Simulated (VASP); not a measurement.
# Be18F in VASP: single point with PBE+D3(BJ)

Aim: the single point of Be18F with PBE+D3(BJ).

All numbers are computed with VASP 6.6.1; they aren't measurements. Logs are shortened: lines on timing, memory, paths and dates and some standing lists are left out, and cuts for length are marked.

## Step 1: The cell of the first run

The cell holds a slab with vacuum, 19 atoms: a = 4.580 Å, b = 6.870 Å, c = 15.588 Å, α = 90.00°, β = 90.00°, γ = 60.00°.

## Step 2: Single point, PBE+D3(BJ)

INCAR reads:

```
PREC = Accurate ; ENCUT = 520
EDIFF = 1E-6 ; ISMEAR = 0
SIGMA = 0.15 ; LREAL = Auto
LASPH = T ; NELM = 100
ALGO = Normal ; ISIF = 2
LWAVE = F ; LCHARG = T
GGA = PE ; IVDW = 12
LELF = T ; LVHAR = T
NBANDS = 36
```

KPOINTS reads:

```
Automatic mesh
0
Gamma
  5 4 1
```

POSCAR reads:

```
Be18F
1.0
    4.5800000000      0.0000000000      0.0000000000
    3.4350000000      5.9495950000      0.0000000000
    0.0000000000      0.0000000000     15.5884300000
Be F
18 1
Direct
    0.0000000000      0.0000000000      0.0641501000
    0.5000000000      0.0000000000      0.0641501000
    0.0000000000      0.3333333000      0.0641501000
    0.5000000000      0.3333333000      0.0641501000
    0.0000000000      0.6666667000      0.0641501000
    0.5000000000      0.6666667000      0.0641501000
   -0.1619040342      0.2232792915      0.1814691734
    0.3305753888      0.2153740054      0.1813316338
   -0.1610401998      0.5509842905      0.1782134286
    0.3257824778      0.5646929593      0.1764888019
   -0.1718618217      0.8922914141      0.1778770915
    0.3376883231      0.8888703891      0.1832482780
   -0.0041460555     -0.0023572991      0.3010345330
    0.5062200892      0.0034477345      0.3008451022
   -0.0006247925      0.3388318969      0.2999534550
    0.4862787808      0.3444937223      0.2864941599
   -0.0003969545      0.6663951046      0.2954466666
    0.5110926568      0.6499195249      0.2906607939
    0.1660199950      0.1058612140      0.3702241025
```

Potentials or basis: VASP PAW PBE potentials, release 64 (Be, F).

On the command line:

```sh
$ cat potpaw_PBE.64/Be/POTCAR potpaw_PBE.64/F/POTCAR > POTCAR
$ mpirun -np 1 vasp_std > vasp.out
```

OUTCAR:

```text
PREC = Accurate
   ENCUT = 520
   EDIFF = 1E-6
   ISMEAR = 0
   LREAL = Auto
   LASPH = T
   NELM = 100
   ISIF = 2
   GGA = PE
   IVDW = 12
 IVDW          = 12

 ion  position               nearest neighbor table
   1  0.000  0.000  0.064-  11 2.21   7 2.26  12 2.29   5 2.29   3 2.29   2 2.29   2 2.29   6 2.29
                             4 2.29
   2  0.500  0.000  0.064-  11 2.20   8 2.23  12 2.27   6 2.29   4 2.29   1 2.29   1 2.29   5 2.29
                             3 2.29
   3  0.000  0.333  0.064-   9 2.20   7 2.24   8 2.25   1 2.29   4 2.29   4 2.29   2 2.29   6 2.29
                             5 2.29
   4  0.500  0.333  0.064-  10 2.23   7 2.27   8 2.29   2 2.29   3 2.29   3 2.29   1 2.29   5 2.29
                             6 2.29
   5  0.000  0.667  0.064-  10 2.18   9 2.22  11 2.22   1 2.29   6 2.29   6 2.29   2 2.29   4 2.29
                             3 2.29
   6  0.500  0.667  0.064-  10 2.18   9 2.23  12 2.28   2 2.29   5 2.29   5 2.29   1 2.29   3 2.29
                             4 2.29
   7  0.838  0.223  0.181-  16 2.15   8 2.23   3 2.24   9 2.25   1 2.26   4 2.27  15 2.27  12 2.29
                            13 2.30  11 2.30  10 2.35   8 2.35
   8  0.331  0.215  0.181-  16 2.15  12 2.23   7 2.23   2 2.23   3 2.25  11 2.25  14 2.25  15 2.27
                             9 2.28   4 2.29   7 2.35
   9  0.839  0.551  0.178-  18 2.18   3 2.20   5 2.22   6 2.23   7 2.25  17 2.26  10 2.28  15 2.28
[... 4 lines left out ...]
                            14 2.30  13 2.31   9 2.32  12 2.32
  12  0.338  0.889  0.183-  18 2.20   8 2.23  10 2.26  11 2.26   2 2.27  14 2.28   6 2.28  13 2.28
                             1 2.29   7 2.29   9 2.31  11 2.32
  13  0.996  0.998  0.301-  19 1.70  14 2.22  17 2.27  12 2.28   7 2.30  11 2.31  15 2.35  14 2.36
                            16 2.37  18 2.38
  14  0.506  0.003  0.301-  19 1.73  13 2.22   8 2.25  12 2.28  17 2.29  11 2.30  16 2.31  15 2.31
                            13 2.36
  15  0.999  0.339  0.300-  19 1.77  18 2.19  17 2.25  16 2.26   8 2.27   7 2.27   9 2.28  14 2.31
                            16 2.34  13 2.35
  16  0.486  0.344  0.286-   8 2.15   7 2.15  10 2.16  18 2.16  17 2.22  15 2.26  14 2.31  15 2.34
                            13 2.37
  17  1.000  0.666  0.295-  16 2.22  15 2.25   9 2.26  10 2.26  13 2.27  11 2.27  18 2.29  14 2.29
                            18 2.30
  18  0.511  0.650  0.291-  16 2.16  10 2.17   9 2.18  15 2.19  12 2.20  17 2.29  17 2.30  13 2.38

  19  0.166  0.106  0.370-  13 1.70  14 1.73  15 1.77

  LATTYP: Found a simple monoclinic cell.
 ALAT       =     4.5800000000
 B/A-ratio  =     3.4035873362
 C/A-ratio  =     1.3228757576
 COS(beta)  =    -0.1889822219

  Lattice vectors:

 A1 = (   4.5800000000,   0.0000000000,   0.0000000000)
 A2 = (   0.0000000000,   0.0000000000, -15.5884300000)
 A3 = (  -1.1450000000,   5.9495950000,   0.0000000000)

Analysis of symmetry for initial positions (statically):
=====================================================================
 Subroutine PRICEL returns:
 Original cell was already a primitive cell.

 Routine SETGRP: Setting up the symmetry group for a
 simple monoclinic supercell.

 Subroutine GETGRP returns: Found  1 space group operations
 (whereof  1 operations were pure point group operations)
 out of a pool of  4 trial point group operations.

The static configuration has the point symmetry C_1 .

Analysis of symmetry for dynamics (positions and initial velocities):
=====================================================================
 Subroutine PRICEL returns:
 Original cell was already a primitive cell.

 Routine SETGRP: Setting up the symmetry group for a
 simple monoclinic supercell.

 Subroutine GETGRP returns: Found  1 space group operations
 (whereof  1 operations were pure point group operations)
 out of a pool of  4 trial point group operations.

The dynamic configuration has the point symmetry C_1 .

 Subroutine INISYM returns: Found  1 space group operations
 (whereof  1 operations are pure point group operations),
 and found     1 'primitive' translations

----------------------------------------------------------------------------------------

                                     Primitive cell

  volume of cell :     424.7714

  direct lattice vectors                    reciprocal lattice vectors
     4.580000000  0.000000000  0.000000000     0.218340611 -0.126059001  0.000000000
     3.435000000  5.949595000  0.000000000     0.000000000  0.168078668  0.000000000
[... 56 lines left out ...]
 Generating k-lattice:

  Cartesian coordinates                     Fractional coordinates (reciprocal lattice)
     0.043668122 -0.025211800  0.000000000     0.200000000 -0.000000000  0.000000000
     0.000000000  0.042019667  0.000000000     0.000000000  0.250000000  0.000000000
     0.000000000  0.000000000  0.064150142     0.000000000  0.000000000  1.000000000

  Length of vectors
     0.050423603  0.042019667  0.064150142

  Shift w.r.t. Gamma in fractional coordinates (k-lattice)
     0.000000000  0.000000000  0.000000000

 Subroutine IBZKPT returns following result:
 ===========================================

 Found     11 irreducible k-points:

 Following reciprocal coordinates:
            Coordinates               Weight
  0.000000  0.000000  0.000000      1.000000
  0.200000  0.000000  0.000000      2.000000
  0.400000  0.000000  0.000000      2.000000
  0.000000  0.250000  0.000000      2.000000
  0.200000  0.250000  0.000000      2.000000
  0.400000  0.250000  0.000000      2.000000
 -0.400000  0.250000  0.000000      2.000000
 -0.200000  0.250000  0.000000      2.000000
  0.000000  0.500000  0.000000      1.000000
  0.200000  0.500000  0.000000      2.000000
  0.400000  0.500000  0.000000      2.000000
   k-points           NKPTS =     11   k-points in BZ     NKDIM =     11   number of bands    NBANDS=     36
   number of dos      NEDOS =    301   number of ions     NIONS =     19
   total plane-waves  NPLWV = 233280
   dimension x,y,z NGX =    36 NGY =   54 NGZ =  120
   dimension x,y,z NGXF=    72 NGYF=  108 NGZF=  240
   ions per type =              18   1
   NGX,Y,Z   is equivalent  to a cutoff of  13.07, 13.07, 12.80 a.u.
   NGXF,Y,Z  is equivalent  to a cutoff of  26.13, 26.13, 25.60 a.u.
 SYSTEM =  unknown system
   PREC   = accura    normal or accurate (medium, high low for compatibility)
   ISTART =      0    job   : 0-new  1-cont  2-samecut
   ICHARG =      2    charge: 1-file 2-atom 10-const
   ISPIN  =      1    spin polarized calculation?
   LNONCOLLINEAR =      F non collinear calculations
   LSORBIT =      F    spin-orbit coupling
   LASPH  =      T    aspherical Exc in radial PAW
   ENCUT  =  520.0 eV  38.22 Ry    6.18 a.u.   8.52 12.77 28.98*2*pi/ulx,y,z
   NELM   =    100;   NELMIN=  2; NELMDL= -5     # of ELM steps
   EDIFF  = 0.1E-05   stopping-criterion for ELM
   LREAL  =      T    real-space projection
   EDIFFG = 0.1E-04   stopping-criterion for IOM
   NSW    =      0    number of steps for IOM
   IBRION =     -1    ionic relax: 0-MD 1-quasi-New 2-CG
   NFREE  =      0    steps in history (QN), initial steepest desc. (CG)
   ISIF   =      2    stress and relaxation
   ISYM   =      2    0-nonsym 1-usesym 2-fastsym
   POTIM  = 0.5000    time-step for ionic-motion
   TEBEG  =    0.0;   TEEND  =   0.0 temperature during run
   PSTRESS=    0.0 pullay stress
   NELECT =      43.0000    total number of electrons
   NUPDOWN=      -1.0000    fix difference up-down
   EMIN   =  10.00;   EMAX   =-10.00  energy-range for DOS
   EFERMI =   0.00;   METHOD = LEGACY
   ISMEAR =     0;   SIGMA  =   0.15  broadening in eV -4-tet -1-fermi 0-gaus
   EFERMI_NEDOS =   21; number of points for ismear=-14 and -15
   IALGO  =     38    algorithm
   IMIX   =      4    mixing-type and parameters
     AMIX     =   0.40;   BMIX     =  1.00
     AMIX_MAG =   1.60;   BMIX_MAG =  1.00
  volume/ion in A,a.u.               =      22.36       150.87
  Fermi-wavevector in a.u.,A,eV,Ry     =   0.762979  1.441821  7.920453  0.582137
  Thomas-Fermi vector in A             =   1.862560
   LORBIT       =      0    0 simple, 1 ext, 2 COOP (PROOUT), +10 PAW based schemes
   GGA     = PE    functional components
   LHFCALC =     F    Hartree Fock is set to
   AEXX    =    0.0000 exact exchange contribution
   IVDW    =    12    specifies the selected vdW correction
   LEPSILON=     F    determine dielectric tensor
   LRPA    =     F    only Hartree local field effects (RPA)
 non-spin polarized calculation
 Gauss-broadening in eV      SIGMA  =   0.15
  energy-cutoff  :      520.00
  volume of cell :      424.77
 maximum number of plane-waves:     11487
 NGX is ok and might be reduce to    36
   NGX = 17   NGY = 25   NGZ = 57

 number of electron      43.0000000 magnetization

 Free energy of the ion-electron system (eV)
  ---------------------------------------------------
  ext. energy  EPLUGINS =         0.00000000
  ---------------------------------------------------
  free energy    TOTEN  =       -67.18640153 eV

  energy without entropy =      -67.13474890  energy(sigma->0) =      -67.16057522

 E-fermi :  -1.0040     XC(G=0):  -5.0242

 val. band max:       -1.0203478335   @ k =   0.4000   0.0000   0.0000
 cond. band min:      -0.9057105134   @ k =   0.4000   0.2500   0.0000
 fundamental gap:      0.1146373201
 Fermi energy:        -1.0040463972

 k-point     1 :       0.0000    0.0000    0.0000
  band No.  band energies     occupation
      1     -26.9230      2.00000
      2     -10.6830      2.00000
      3      -9.0545      2.00000
      4      -8.8213      2.00000
      5      -8.7181      2.00000
      6      -8.0726      2.00000
[... 385 lines left out ...]
     32       4.0014      0.00000
     33       4.3687      0.00000
 [bands above 33 left out]

------------------------ aborting loop because EDIFF is reached ----------------------------------------

 Edisp (eV)   -4.07674

 E8    (eV) :    -1.4814

  FORCE on cell =-STRESS in cart. coord.  units (eV):
  Direction    XX          YY          ZZ          XY          YZ          ZX
  --------------------------------------------------------------------------------------
  -------------------------------------------------------------------------------------
  Total     -15.01475   -13.67046     0.09291     0.27296     0.00296    -0.04484
  in kB     -56.63349   -51.56302     0.35046     1.02957     0.01116    -0.16915
  external pressure =      -35.95 kB  Pullay stress =        0.00 kB

 VOLUME and BASIS-vectors are now :
 -----------------------------------------------------------------------------
  energy-cutoff  :      520.00
  volume of cell :      424.77
      direct lattice vectors                 reciprocal lattice vectors
     4.580000000  0.000000000  0.000000000     0.218340611 -0.126059001  0.000000000
     3.435000000  5.949595000  0.000000000     0.000000000  0.168078668  0.000000000
     0.000000000  0.000000000 15.588430000     0.000000000  0.000000000  0.064150142

 POSITION                                       TOTAL-FORCE (eV/Angst)
 -----------------------------------------------------------------------------------
      0.00000      0.00000      1.00000         0.074260     -0.053155      0.002172
      2.29000      0.00000      1.00000        -0.087090     -0.025271     -0.003848
      1.14500      1.98320      1.00000         0.056748     -0.051868      0.090742
      3.43500      1.98320      1.00000        -0.053864     -0.112610      0.115757
      2.29000      3.96640      1.00000        -0.091039      0.072265     -0.255383
      4.58000      3.96640      1.00000         0.115577      0.167113      0.011452
[... 11 lines left out ...]
      4.57328      3.86676      4.53095         0.009969     -0.000138      0.012923
      1.12400      0.62983      5.77121         0.001503     -0.000842      0.061515
 -----------------------------------------------------------------------------------
    total drift:                               -0.000701     -0.000123      0.004582

  FREE ENERGIE OF THE ION-ELECTRON SYSTEM (eV)
  ---------------------------------------------------
  free  energy   TOTEN  =       -71.2631433652 eV

  energy  without entropy=      -71.2114907356  energy(sigma->0) =      -71.23731705
```

Run time: 3.4 min. Hardware: 1 thread of Intel Xeon 6975P-C (Granite Rapids), shared host; peak memory 0.54 GiB.

What came out:

| Quantity | Value |
| --- | --- |
| Free energy | -71.2631 eV |
| Largest force | 0.281 eV/Å |
| Dispersion energy per atom | -0.215 eV |

Forces on the atoms (eV/Å):
```
Be   0.074 -0.053  0.002
Be  -0.087 -0.025 -0.004
Be   0.057 -0.052  0.091
Be  -0.054 -0.113  0.116
Be  -0.091  0.072 -0.255
Be   0.116  0.167  0.011
Be   0.006 -0.010  0.000
Be  -0.002  0.011 -0.008
Be  -0.007 -0.001  0.005
Be   0.004 -0.009  0.003
Be   0.007  0.012  0.008
Be  -0.012 -0.001 -0.011
Be  -0.051 -0.003 -0.018
Be   0.030 -0.036 -0.027
Be   0.000  0.027 -0.002
Be  -0.004  0.012  0.011
Be   0.003  0.002  0.004
Be   0.010  0.000  0.013
F    0.002 -0.001  0.062
```

Levels at points of the mesh, in eV from the Fermi level:
| k point | band 19 | band 20 | band 21 | band 22 | band 23 | band 24 | band 25 | band 26 |
| --- | --- | --- | --- | --- | --- | --- | --- | --- |
| (0.00, 0.00, 0.00) | -1.42 | -0.66 | -0.42 | -0.09 | 0.54 | 2.37 | 2.47 | 2.92 |
| (0.00, 0.50, 0.00) | -1.77 | -1.32 | -0.69 | -0.37 | -0.06 | 0.78 | 2.78 | 2.98 |

Caveat: an odd number of electrons without spin polarisation forces a metal; a magnetic or distorted state may lie lower.
